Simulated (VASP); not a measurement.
Here is a VASP 6.6.1 calculation.

Contents of INCAR:

```
SYSTEM = SiO2
ALGO = Normal
EDIFF = 1E-6
EDIFFG = -0.01
ENCUT = 600
GGA = PE
IBRION = 2
ISIF = 4
ISMEAR = 0
LASPH = .TRUE.
LCHARG = .FALSE.
LREAL = .FALSE.
LUSENCCL = .FALSE.
LWAVE = .FALSE.
NELM = 60
NSW = 50
PREC = Accurate
SIGMA = 0.02
```

KPOINTS

```
k-points
0
G
  6 6 4
  0 0 0
```

Contents of POSCAR:

```
SiO2
1.0
    4.9842885635      0.0000000000      0.0000000000
    0.0000000000      4.9842885635      0.0000000000
    0.0000000000      0.0000000000      6.9437372617
Si O
4 8
Direct
    0.2989360209      0.2989360209      0.0000000000
    0.2010639791      0.7989360209      0.2500000000
    0.7010639791      0.7010639791      0.5000000000
    0.7989360209      0.2010639791      0.7500000000
    0.2392507570      0.1038818631      0.1794626772
    0.3961181369      0.7392507570      0.4294626772
    0.7607492430      0.8961181369      0.6794626772
    0.6038818631      0.2607492430      0.9294626772
    0.7392507570      0.3961181369      0.5705373228
    0.8961181369      0.7607492430      0.3205373228
    0.2607492430      0.6038818631      0.0705373228
    0.1038818631      0.2392507570      0.8205373228
```

Potentials or basis: VASP PAW PBE potentials, release 64 (Si, O).

The run is started by

```bash
$ cat potpaw_PBE.64/Si/POTCAR potpaw_PBE.64/O/POTCAR > POTCAR
$ mpirun -np 1 vasp_std > vasp.out
```

(1) What does it give for the band gap on the k mesh?

Results:

(1) 5.60 eV.
